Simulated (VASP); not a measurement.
# WC (P1) in VASP: a series of runs

Runs on WC. Level: PBE. Tasks: single point.

Everything below comes from runs of VASP 6.6.1. Logs are shortened: lines on timing, memory, paths and dates and some standing lists are left out, and cuts for length are marked.

### 1 The cell of the first run

The typed cell holds 16 atoms: a = 5.833 Å, b = 5.052 Å, c = 5.679 Å, α = 90.00°, β = 90.00°, γ = 90.00°.

### 2 Single point, PBE

Contents of INCAR:

```
PREC = Accurate ; ENCUT = 520
EDIFF = 1E-7 ; ISMEAR = -1
SIGMA = 0.36 ; LREAL = Auto
LASPH = True ; NELM = 60
ALGO = Normal ; ISIF = 2
LWAVE = False ; LCHARG = False
GGA = PE ; NBANDS = 86
```

Contents of KPOINTS:

```
Automatic mesh
0
Gamma
  2 2 2
```

Contents of POSCAR:

```
WC
1.0
   -2.9165940000     -5.0516900000      0.0000000000
    4.3748920000     -2.5258450000      0.0000000000
    0.0000000000      0.0000000000      5.6788720000
W C
8 8
Direct
    0.7609192566      0.5058393529     -0.0006867561
    0.7425566202      0.4907403847      0.5013143455
    0.4892299393     -0.0116151197      0.0221875048
    0.5102814030     -0.0293301690      0.5058751104
    0.2682523896      0.4862024731      0.0045959831
    0.2450546766      0.4914235596      0.4809405812
   -0.0071078777     -0.0012642126     -0.0121503003
   -0.0247460470     -0.0029655983      0.4900973292
    0.5086846215      0.6351074529      0.2648237185
    0.4800299476      0.6686227832      0.7597107313
    0.2604831958      0.1595979343      0.2559663257
    0.2674353470      0.1334205115      0.7660676275
    0.0113423708      0.6715779705      0.2246572911
    0.0023740317      0.6487758067      0.7529664342
    0.7581520582      0.1316196478      0.2195154249
    0.7420227128      0.1775767246      0.7465038832
```

Potentials or basis: VASP PAW PBE potentials, release 64 (W_sv, C).

Run with:

```bash
> cat potpaw_PBE.64/W_sv/POTCAR potpaw_PBE.64/C/POTCAR > POTCAR
> mpirun -np 1 vasp_std > vasp.out
```

OUTCAR:

```text
PREC = Accurate
   ENCUT = 520
   EDIFF = 1E-7
   ISMEAR = -1
   LREAL = Auto
   LASPH = True
   NELM = 60
   ISIF = 2
   GGA = PE

 ion  position               nearest neighbor table
   1  0.761  0.506  0.999-  14 2.11  13 2.11  16 2.20   9 2.21  15 2.27  10 2.28   2 2.83   7 2.83
                             2 2.85   5 2.88   7 2.90   3 2.91   5 2.96   3 3.06
   2  0.743  0.491  0.501-   9 2.05  16 2.11  14 2.23  10 2.30  13 2.40  15 2.42   4 2.78   1 2.83
                             8 2.84   1 2.85   8 2.90   6 2.90   6 2.93   4 2.96
   3  0.489  0.988  0.022-  15 2.06  11 2.07  12 2.08  10 2.20   9 2.26  16 2.35   4 2.75   5 2.83
                             5 2.85   7 2.90   1 2.91   4 2.94   7 2.94   1 3.06
   4  0.510  0.971  0.506-  10 2.11   9 2.18  16 2.19  12 2.21  11 2.25  15 2.32   8 2.72   3 2.75
                             2 2.78   6 2.88   3 2.94   2 2.96   6 3.06   8 3.13
   5  0.268  0.486  0.005-  10 2.08  13 2.16   9 2.17  11 2.18  12 2.24  14 2.26   6 2.71   3 2.83
                             3 2.85   1 2.88   7 2.94   1 2.96   6 2.98   7 3.05
   6  0.245  0.491  0.481-   9 2.10  11 2.11  13 2.19  14 2.24  10 2.28  12 2.43   5 2.71   4 2.88
                             2 2.90   2 2.93   8 2.95   5 2.98   8 3.00   4 3.06
   7  0.993  0.999  0.988-  15 2.01  13 2.13  12 2.15  16 2.20  14 2.22  11 2.33   8 2.83   1 2.83
                             8 2.85   1 2.90   3 2.90   5 2.94   3 2.94   5 3.05
   8  0.975  0.997  0.490-  15 2.10  16 2.19  13 2.24  11 2.28  14 2.31  12 2.42   4 2.72   7 2.83
                             2 2.84   7 2.85   2 2.90   6 2.95   6 3.00   4 3.13
   9  0.509  0.635  0.265-   2 2.05   6 2.10   5 2.17   4 2.18   1 2.21   3 2.26
  10  0.480  0.669  0.760-   5 2.08   4 2.11   3 2.20   6 2.28   1 2.28   2 2.30
  11  0.260  0.160  0.256-   3 2.07   6 2.11   5 2.18   4 2.25   8 2.28   7 2.33
  12  0.267  0.133  0.766-   3 2.08   7 2.15   4 2.21   5 2.24   8 2.42   6 2.43
  13  0.011  0.672  0.225-   1 2.11   7 2.13   5 2.16   6 2.19   8 2.24   2 2.40
  14  0.002  0.649  0.753-   1 2.11   7 2.22   2 2.23   6 2.24   5 2.26   8 2.31
  15  0.758  0.132  0.220-   7 2.01   3 2.06   8 2.10   1 2.27   4 2.32   2 2.42
  16  0.742  0.178  0.747-   2 2.11   4 2.19   8 2.19   1 2.20   7 2.20   3 2.35

  LATTYP: Found a simple orthorhombic cell.
 ALAT       =     5.0516901108
 B/A-ratio  =     1.1241528826
 C/A-ratio  =     1.1547004555

  Lattice vectors:

 A1 = (   4.3748920000,  -2.5258450000,   0.0000000000)
 A2 = (   0.0000000000,   0.0000000000,   5.6788720000)
 A3 = (  -2.9165940000,  -5.0516900000,   0.0000000000)

Analysis of symmetry for initial positions (statically):
=====================================================================
 Subroutine PRICEL returns:
 Original cell was already a primitive cell.

 Routine SETGRP: Setting up the symmetry group for a
 simple orthorhombic supercell.

 Subroutine GETGRP returns: Found  1 space group operations
 (whereof  1 operations were pure point group operations)
 out of a pool of  8 trial point group operations.

The static configuration has the point symmetry C_1 .

Analysis of symmetry for dynamics (positions and initial velocities):
=====================================================================
 Subroutine PRICEL returns:
 Original cell was already a primitive cell.

 Routine SETGRP: Setting up the symmetry group for a
 simple orthorhombic supercell.

 Subroutine GETGRP returns: Found  1 space group operations
 (whereof  1 operations were pure point group operations)
 out of a pool of  8 trial point group operations.

The dynamic configuration has the point symmetry C_1 .

 Subroutine INISYM returns: Found  1 space group operations
 (whereof  1 operations are pure point group operations),
 and found     1 'primitive' translations

----------------------------------------------------------------------------------------

                                     Primitive cell

  volume of cell :     167.3419

  direct lattice vectors                    reciprocal lattice vectors
    -2.916594000 -5.051690000  0.000000000    -0.085716407 -0.148465176  0.000000000
     4.374892000 -2.525845000  0.000000000     0.171432813 -0.098976761  0.000000000
     0.000000000  0.000000000  5.678872000     0.000000000  0.000000000  0.176091308

  length of vectors
     5.833188872  5.051690111  5.678872000     0.171432817  0.197953552  0.176091308

  position of ions in fractional coordinates (direct lattice)
     0.760919257  0.505839353  0.999313244
     0.742556620  0.490740385  0.501314345
     0.489229939  0.988384880  0.022187505
     0.510281403  0.970669831  0.505875110
     0.268252390  0.486202473  0.004595983
     0.245054677  0.491423560  0.480940581
[... 8 lines left out ...]
     0.758152058  0.131619648  0.219515425
     0.742022713  0.177576725  0.746503883

  ion indices of the primitive-cell ions
   primitive index   ion index
                 1           1
                 2           2
                 3           3
                 4           4
                 5           5
                 6           6
[... 8 lines left out ...]
                15          15
                16          16

----------------------------------------------------------------------------------------

 KPOINTS: Automatic mesh

Automatic generation of k-mesh.
 Grid dimensions read from file:
 generate k-points for:    2    2    2

 Generating k-lattice:

  Cartesian coordinates                     Fractional coordinates (reciprocal lattice)
    -0.042858203 -0.074232588  0.000000000     0.500000000  0.000000000  0.000000000
     0.085716407 -0.049488381  0.000000000     0.000000000  0.500000000  0.000000000
     0.000000000  0.000000000  0.088045654     0.000000000  0.000000000  0.500000000

  Length of vectors
     0.085716408  0.098976776  0.088045654

  Shift w.r.t. Gamma in fractional coordinates (k-lattice)
     0.000000000  0.000000000  0.000000000

 Subroutine IBZKPT returns following result:
 ===========================================

 Found      8 irreducible k-points:

 Following reciprocal coordinates:
            Coordinates               Weight
  0.000000  0.000000  0.000000      1.000000
  0.500000 -0.000000  0.000000      1.000000
  0.000000  0.500000  0.000000      1.000000
  0.500000  0.500000  0.000000      1.000000
  0.000000  0.000000  0.500000      1.000000
  0.500000 -0.000000  0.500000      1.000000
  0.000000  0.500000  0.500000      1.000000
  0.500000  0.500000  0.500000      1.000000
   k-points           NKPTS =      8   k-points in BZ     NKDIM =      8   number of bands    NBANDS=     86
   number of dos      NEDOS =    301   number of ions     NIONS =     16
   total plane-waves  NPLWV =  80640
   dimension x,y,z NGX =    48 NGY =   40 NGZ =   42
   dimension x,y,z NGXF=    96 NGYF=   80 NGZF=   84
   ions per type =               8   8
   NGX,Y,Z   is equivalent  to a cutoff of  13.68, 13.16, 12.30 a.u.
   NGXF,Y,Z  is equivalent  to a cutoff of  27.36, 26.33, 24.59 a.u.
 SYSTEM =  unknown system
   PREC   = accura    normal or accurate (medium, high low for compatibility)
   ISTART =      0    job   : 0-new  1-cont  2-samecut
   ICHARG =      2    charge: 1-file 2-atom 10-const
   ISPIN  =      1    spin polarized calculation?
   LNONCOLLINEAR =      F non collinear calculations
   LSORBIT =      F    spin-orbit coupling
   LASPH  =      T    aspherical Exc in radial PAW
   ENCUT  =  520.0 eV  38.22 Ry    6.18 a.u.  10.85  9.39 10.56*2*pi/ulx,y,z
   NELM   =     60;   NELMIN=  2; NELMDL= -5     # of ELM steps
   EDIFF  = 0.1E-06   stopping-criterion for ELM
   LREAL  =      T    real-space projection
   EDIFFG = 0.1E-05   stopping-criterion for IOM
   NSW    =      0    number of steps for IOM
   IBRION =     -1    ionic relax: 0-MD 1-quasi-New 2-CG
   NFREE  =      0    steps in history (QN), initial steepest desc. (CG)
   ISIF   =      2    stress and relaxation
   ISYM   =      2    0-nonsym 1-usesym 2-fastsym
   POTIM  = 0.5000    time-step for ionic-motion
   TEBEG  =    0.0;   TEEND  =   0.0 temperature during run
   PSTRESS=    0.0 pullay stress
   NELECT =     144.0000    total number of electrons
   NUPDOWN=      -1.0000    fix difference up-down
   EMIN   =  10.00;   EMAX   =-10.00  energy-range for DOS
   EFERMI =   0.00;   METHOD = LEGACY
   ISMEAR =    -1;   SIGMA  =   0.36  broadening in eV -4-tet -1-fermi 0-gaus
   EFERMI_NEDOS =   21; number of points for ismear=-14 and -15
   IALGO  =     38    algorithm
   IMIX   =      4    mixing-type and parameters
     AMIX     =   0.40;   BMIX     =  1.00
     AMIX_MAG =   1.60;   BMIX_MAG =  1.00
  volume/ion in A,a.u.               =      10.46        70.58
  Fermi-wavevector in a.u.,A,eV,Ry     =   1.557139  2.942566 32.989800  2.424682
  Thomas-Fermi vector in A             =   2.660833
   LORBIT       =      0    0 simple, 1 ext, 2 COOP (PROOUT), +10 PAW based schemes
   GGA     = PE    functional components
   LHFCALC =     F    Hartree Fock is set to
   AEXX    =    0.0000 exact exchange contribution
   IVDW    =     0    specifies the selected vdW correction
   LEPSILON=     F    determine dielectric tensor
   LRPA    =     F    only Hartree local field effects (RPA)
 non-spin polarized calculation
  energy-cutoff  :      520.00
  volume of cell :      167.34
 maximum number of plane-waves:      4534
 NGX is ok and might be reduce to    48
   NGX = 21   NGY = 19   NGZ = 21

 number of electron     144.0000000 magnetization

 Free energy of the ion-electron system (eV)
  ---------------------------------------------------
  ext. energy  EPLUGINS =         0.00000000
  ---------------------------------------------------
  free energy    TOTEN  =      -176.88870833 eV

  energy without entropy =     -174.98809804  energy(sigma->0) =     -175.93840319

 E-fermi :  11.3744     XC(G=0): -13.7357

 val. band max:       11.3518335958   @ k =   0.0000   0.0000   0.0000
 cond. band min:      11.4092046899   @ k =   0.5000  -0.0000   0.5000
 fundamental gap:      0.0573710941
 Fermi energy:        11.3743883994

 k-point     1 :       0.0000    0.0000    0.0000
  band No.  band energies     occupation
      1     -63.0275      2.00000
      2     -62.9867      2.00000
      3     -62.9190      2.00000
      4     -62.8956      2.00000
      5     -62.8810      2.00000
      6     -62.8463      2.00000
[... 76 lines left out ...]
     83      15.0195      0.00008
     84      15.2877      0.00004

 k-point     2 :       0.5000   -0.0000    0.0000
  band No.  band energies     occupation
      1     -63.0216      2.00000
      2     -62.9904      2.00000
      3     -62.9210      2.00000
      4     -62.8919      2.00000
      5     -62.8721      2.00000
      6     -62.8605      2.00000
[... 511 lines left out ...]
     83      14.8083      0.00014
     84      14.8597      0.00012

 k-point     8 :       0.5000    0.5000    0.5000
  band No.  band energies     occupation
      1     -63.0158      2.00000
      2     -62.9852      2.00000
      3     -62.9133      2.00000
      4     -62.8869      2.00000
      5     -62.8711      2.00000
      6     -62.8618      2.00000
[... 76 lines left out ...]
     83      14.6506      0.00022
     84      15.0402      0.00008
 [bands above 84 left out]

------------------------ aborting loop because EDIFF is reached ----------------------------------------

  FORCE on cell =-STRESS in cart. coord.  units (eV):
  Direction    XX          YY          ZZ          XY          YZ          ZX
  --------------------------------------------------------------------------------------
  -------------------------------------------------------------------------------------
  Total       12.0698867     12.1082785     13.3968723      1.0624237      0.9702283     -0.1545805
  in kB      115.5603786    115.9279525    128.2652995     10.1719331      9.2892294     -1.4799962
  external PRESSURE =     119.9178769 kB  Pullay stress =       0.0000000 kB

 VOLUME and BASIS-vectors are now :
 -----------------------------------------------------------------------------
  energy-cutoff  :      520.00
  volume of cell :      167.34
      direct lattice vectors                 reciprocal lattice vectors
    -2.916594000 -5.051690000  0.000000000    -0.085716407 -0.148465176  0.000000000
     4.374892000 -2.525845000  0.000000000     0.171432813 -0.098976761  0.000000000
     0.000000000  0.000000000  5.678872000     0.000000000  0.000000000  0.176091308

 POSITION                                       TOTAL-FORCE (eV/Angst)
 -----------------------------------------------------------------------------------
     -0.00630     -5.12160      5.67497        -1.079330      2.384520     -0.285109
     -0.01880     -4.99070      2.84690        -1.253077     -1.419990      0.068711
      2.89719     -4.96795      0.12600        -1.259320     -1.071112     -3.348933
      2.75829     -5.02955      2.87280         3.530230      0.616998      0.225610
      1.34470     -2.58320      0.02610         1.251348      1.951640     -1.805500
      1.43520     -2.47920      2.73120        -0.347768      0.371587      4.073277
[... 8 lines left out ...]
     -1.63540     -4.16240      1.24660         2.822386     -0.207341      2.940251
     -1.38730     -4.19700      4.23930        -1.353273      0.581133      0.328990
 -----------------------------------------------------------------------------------
    total drift:                               -0.012781     -0.003957      0.003283

  FREE ENERGIE OF THE ION-ELECTRON SYSTEM (eV)
  ---------------------------------------------------
  free  energy   TOTEN  =      -176.8887083337 eV

  energy  without entropy=     -174.9880980439  energy(sigma->0) =     -175.93840319
```

Run time: 2.9 min. Hardware: 1 thread of Intel Xeon Platinum 8488C (Sapphire Rapids), shared host; peak memory 0.3 GiB.

Results:

```
Free energy            : -176.8887 eV
Pressure               : 12.0 GPa
Largest force          : 4.161 eV/Å
Band gap on the k mesh : zero (band 72 reaches 11.49 eV, above the bottom of band 73 at 11.35 eV)
```

Forces on the atoms (eV/Å):
```
W   -1.079  2.385 -0.285
W   -1.253 -1.420  0.069
W   -1.259 -1.071 -3.349
W    3.530  0.617  0.226
W    1.251  1.952 -1.806
W   -0.348  0.372  4.073
W   -1.954 -1.396 -0.302
W   -2.774 -2.901  1.098
C    1.510 -0.288 -1.487
C   -1.853 -0.922 -0.896
C   -0.060  1.448  0.379
C    2.500  0.441 -1.774
C   -0.514  0.777  1.968
C    0.835 -0.367 -1.184
C    2.822 -0.207  2.940
C   -1.353  0.581  0.329
```

Levels at points of the mesh, in eV from the Fermi level:
| k point | band 69 | band 70 | band 71 | band 72 | band 73 | band 74 | band 75 | band 76 |
| --- | --- | --- | --- | --- | --- | --- | --- | --- |
| (0.00, 0.00, 0.00) | -0.97 | -0.64 | -0.52 | -0.24 | -0.02 | 0.63 | 1.08 | 1.70 |
| (0.50, 0.00, 0.00) | -1.10 | -0.97 | -0.25 | 0.12 | 0.19 | 0.57 | 0.60 | 0.87 |
| (0.00, 0.50, 0.00) | -0.88 | -0.82 | -0.27 | -0.17 | 0.93 | 1.12 | 1.78 | 1.84 |
| (0.50, 0.50, 0.00) | -1.85 | -1.66 | -1.56 | -1.30 | 1.37 | 1.44 | 1.55 | 1.71 |
| (0.00, 0.00, 0.50) | -1.31 | -1.04 | -0.13 | 0.05 | 0.34 | 0.40 | 0.50 | 0.98 |
| (0.50, 0.00, 0.50) | -1.32 | -1.19 | -1.02 | -0.92 | 0.03 | 0.18 | 0.43 | 0.62 |
| (0.00, 0.50, 0.50) | -1.43 | -1.34 | -1.23 | -1.05 | 0.68 | 0.69 | 0.92 | 1.01 |
| (0.50, 0.50, 0.50) | -1.72 | -1.58 | -1.46 | -1.30 | 0.78 | 1.23 | 1.45 | 1.64 |

Caveat: the k points lie up to 0.62 Å⁻¹ apart; spin-orbit coupling is left out, which moves the levels of the heavy elements; forces of over 1 eV/Å act on the atoms, so gaps and moduli don't describe the material at rest.

(Part 1 of 2 ends here.)
